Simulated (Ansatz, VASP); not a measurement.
# PtS2 in VASP and in Ansatz

Contents of INCAR:

```
SYSTEM = PtS2
PREC = Accurate
ENCUT = 520
EDIFF = 1E-7
ISMEAR = 0
SIGMA = 0.05
LREAL = .False.
LASPH = .True.
NELM = 100
ALGO = Normal
ISIF = 2
LWAVE = .False.
LCHARG = .False.
LDIPOL = .True.
IDIPOL = 3
DIPOL = 0.5 0.5 0.403
GGA = PE
IVDW = 12
NBANDS = 31
```

Contents of KPOINTS:

```
Automatic mesh
0
Gamma
  9 9 1
  0 0 0
```

File POSCAR:

```
PtS2
1.0
    3.5415278079      0.0000000000      0.0000000000
   -1.7707639039      3.0670530498      0.0000000000
    0.0000000000      0.0000000000     22.4670615492
S Pt
4 2
Direct
    0.6666666667      0.3333333333      0.2002932155
    0.3333333333      0.6666666667      0.3108341854
    1.0000000000      0.0000000000      0.4951039436
    1.3333333333     -0.3333333333      0.6056449135
    0.0000000000      0.0000000000      0.2555637004
    1.6666666667      0.3333333333      0.5503744286
```

Input for Ansatz:

```yaml
crystal:
  lattice:
    - [3.5415278079, 0.0, 0.0]
    - [-1.7707639039, 3.0670530498, 0.0]
    - [0.0, 0.0, 22.4670615492]
  atoms:
    - { symbol: S, position: [0.6666666667, 0.3333333333, 0.2002932155] }
    - { symbol: Pt, position: [0.0, 0.0, 0.2555637004] }
    - { symbol: S, position: [0.3333333333, 0.6666666667, 0.3108341854] }
    - { symbol: S, position: [1.0, 0.0, 0.4951039436] }
    - { symbol: Pt, position: [1.6666666667, 0.3333333333, 0.5503744286] }
    - { symbol: S, position: [1.3333333333, -0.3333333333, 0.6056449135] }
basis:
  ecutwfc: 420
kpoints:
  mp_grid: { grid: [9, 9, 1] }
hamiltonian:
  xc: pbe
  pseudopotentials: { kind: paw, azcp: { folder: soft_1 } }
  dispersion: d3bj
scf:
  occupations: { method: gaussian, width: 0.05 }
output:
  forces: true
  eigenvalues: true
efield:
  axis: 3
  dipole_correction: true
  ramp_width: 0.04
```

Alike in both runs: task single point; functional PBE; dispersion D3(BJ); k mesh 9 × 9 × 1; occupations gaussian, width 0.05 eV; no spin polarisation.

|  | VASP | Ansatz |
| --- | --- | --- |
| version | VASP 6.6.1 | Ansatz 0.2.0 |
| potentials or method | VASP PAW PBE potentials, release 64 (S, Pt), cutoff 520 eV | scalar-relativistic, plane waves, PAW |
| valence electrons in the cell | 44 | 60 |

```tsv
	VASP	Ansatz	Ansatz less VASP
gap on the k mesh at the Fermi level (eV)	1.69	1.69	-0.005
least direct gap on the mesh (eV)	1.77	1.76	-0.005
rms of the force components (eV/Å)	0.021	0.024	+0.0029
```

VASP's potentials hold 44 valence electrons a cell and Ansatz's 60, so a difference there can come from the potentials and not from the codes.

Neither program's run includes spin-orbit coupling.
